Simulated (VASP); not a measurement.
Write the native input for VASP 6.6.1 that does the following.

```
Task                   : single point
Functional             : PBE
Potentials or basis    : VASP PAW PBE potentials, release 64 (Bi_d, Se)
Cutoff                 : 520 eV
k mesh                 : 13 × 13 × 13
Occupations            : fermi-dirac, width 0.05 eV
Spin                   : no spin polarisation
Dipole correction      : no
Further INCAR settings : ALGO = Normal; EDIFF = 1e-06; NBANDS = 32
```

The structure of Bi2Se3 (Paraguanajuatite) lies in POSCAR:

```
Bi2Se3
1.0
    2.0715000000      1.1959810826      9.5453333333
   -2.0715000000      1.1959810826      9.5453333333
    0.0000000000     -2.3919621653      9.5453333333
Bi Se
2 3
Direct
    0.5992000000      0.5992000000      0.5992000000
    0.4008000000      0.4008000000      0.4008000000
    0.7883000000      0.7883000000      0.7883000000
    0.2117000000      0.2117000000      0.2117000000
    0.0000000000      0.0000000000      0.0000000000
```

One way to write it, as run:

INCAR

```
ALGO     = Normal         # electronic algorithm
EDIFF    = 1E-6           # SCF threshold, eV
ENCUT    = 520            # plane-wave cutoff, eV
GGA      = PE             # functional
ISIF     = 2              # what is computed and relaxed
ISMEAR   = -1             # smearing method
LASPH    = T              # aspherical terms in the spheres
LCHARG   = F              # write CHGCAR
LREAL    = F              # projectors in reciprocal space
LWAVE    = F              # write WAVECAR
NBANDS   = 32             # bands
NELM     = 100            # most SCF steps
PREC     = Accurate       # precision mode
SIGMA    = 0.05           # smearing width, eV
```

KPOINTS

```
k-points
0
Gamma
  13 13 13
```

Potentials or basis: VASP PAW PBE potentials, release 64 (Bi_d, Se).

The run is started by

```console
$ cat potpaw_PBE.64/Bi_d/POTCAR potpaw_PBE.64/Se/POTCAR > POTCAR
$ mpirun -np 1 vasp_std > vasp.out
```

Results of the run:

The pressure is 2.6 GPa, the largest force is 0.166 eV/Å and the band gap on the k mesh is 0.21 eV, direct.

Caveat: spin-orbit coupling is left out, which moves the levels of the heavy elements.

It took 96 min on 1 thread of Intel(R) Xeon(R) Platinum 8488C (Sapphire Rapids), on a shared host, peak memory 1.5 GiB.
